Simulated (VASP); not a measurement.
The system is SiO2.

```
CELL_PARAMETERS angstrom
5.06052 0.00000 0.00000
-2.53026 4.38254 0.00000
0.00000 0.00000 5.54135
ATOMIC_POSITIONS crystal
Si 0.00000 0.50000 0.33333
Si 0.50000 0.50000 0.66667
Si 0.50000 0.00000 0.00000
O 0.58279 0.79139 0.83333
O 0.79139 0.58279 0.50000
O 0.79139 0.20861 0.16667
O 0.41721 0.20861 0.83333
O 0.20861 0.41721 0.50000
O 0.20861 0.79139 0.16667
```

```yaml
Program: VASP 6.6.1
Task: relaxation of cell and atoms
Functional: PBE
Potentials_or_basis: VASP PAW PBE potentials, release 64 (Si, O)
Cutoff: 600 eV
k_mesh: 6 × 6 × 4
Occupations: gaussian, width 0.02 eV
Spin: no spin polarisation
```

At the start: pressure 4.8 GPa; volume 13.66 Å³/atom.

Problem. Where does the relaxation end?

Solution. Over 6 steps the energy falls by 5.4 meV/atom and the volume is 14.00 Å³/atom (+2.5 %); space group P6_422 (No. 181, to 0.1 Å) before and after.

Step by step:
| step | energy change (eV) | largest force (eV/Å) | pressure (GPa) | volume (Å³) |
| --- | --- | --- | --- | --- |
| 1 | 0.0000 | 0.2324 | 4.83 | 122.90 |
| 2 | 0.0394 | 0.3056 | -5.83 | 130.36 |
| 3 | -0.0489 | 0.0076 | -0.03 | 126.01 |
| 4 | -0.0488 | 0.0031 | 0.06 | 125.95 |
| 5 | -0.0489 | 0.0013 | 0.06 | 125.96 |
| 6 | -0.0489 | 0.0028 | 0.05 | 125.99 |

Final structure:
```
Si O
1.0
     5.10302    0.00000    0.00000
    -2.55151    4.41934    0.00000
     0.00000    0.00000    5.58675
Si O
3 6
Direct
  0.00000 0.50000 0.33333
  0.50000 0.50000 0.66667
  0.50000 0.00000 0.00000
  0.58369 0.79184 0.83333
  0.79184 0.58369 0.50000
  0.79184 0.20816 0.16667
  0.41631 0.20816 0.83333
  0.20816 0.41631 0.50000
  0.20816 0.79184 0.16667
```
